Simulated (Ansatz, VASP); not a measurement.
# La: VASP beside Ansatz

```xyz
4
Lattice="3.9363 0.0000 0.0000 -1.9682 3.4090 0.0000 0.0000 0.0000 12.6466" Properties=species:S:1:pos:R:3 pbc="T T T"
La    1.9682    3.4090   12.6466
La    0.0000    0.0000    6.3233
La    0.0000    2.2726    9.4850
La    1.9682    1.1363    3.1617
```

Alike in both runs: task single point; functional RPBE; k mesh 13 × 13 × 4; occupations fermi-dirac, width 0.1 eV; no spin polarisation.

```csv
,VASP,Ansatz
version,VASP 6.6.1,Ansatz 0.2.0
potentials or method,"VASP PAW PBE potentials, release 64 (La), cutoff 520 eV","plane waves (420 eV) with PAW, scalar-relativistic"
valence electrons in the cell,44,44
```

```csv
,VASP,Ansatz,Ansatz less VASP
pressure (GPa),-1.6,-1.6,-0.01
```

VASP's potentials were made for PBE, not for RPBE.

Neither program's run includes spin-orbit coupling.
